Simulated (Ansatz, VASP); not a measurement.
One calculation of Mg2GeN3, two programs

```
Mg Ge N
1.0
     1.50837    0.87086    7.98599
    -1.50837    0.87086    7.98599
     0.00000   -1.74172    7.98599
Mg Ge N
2 1 3
Direct
  0.11461 0.11461 0.11461
  0.88539 0.88539 0.88539
  0.00000 0.00000 0.00000
  0.37929 0.37929 0.37929
  0.62071 0.62071 0.62071
  0.50000 0.50000 0.50000
```

Alike in both runs: functional PBE; k mesh 4 × 4 × 4; occupations gaussian, width 0.2 eV; no spin polarisation.

Ansatz relaxed the structure, and its values are those at the end. VASP's run is a single point on that final structure, the one shown.

```csv
,VASP,Ansatz
version,VASP 6.6.1,Ansatz 0.2.0
potentials or method,"VASP PAW PBE potentials, release 64 (Mg, Ge_d, N), cutoff 520 eV","scalar-relativistic, plane waves, PAW"
valence electrons in the cell,33,49
```

VASP gave:

* gap on the k mesh at the Fermi level (eV): none
* pressure (GPa): -0.5
* rms of the force components (eV/Å): 0.018

Q: Estimate Ansatz's values.

A: gap on the k mesh at the Fermi level (eV): none; pressure (GPa): -0.2; rms of the force components (eV/Å): 0.006.

A gap of «none» marks a metal or a gap that the smearing closes. The functional is the same, so the differences come from potentials, cutoffs and numerics. VASP's potentials hold 33 valence electrons a cell and Ansatz's 49, so a difference there can come from the potentials and not from the codes.

The k mesh is coarse, so the values compare programs but aren't converged.
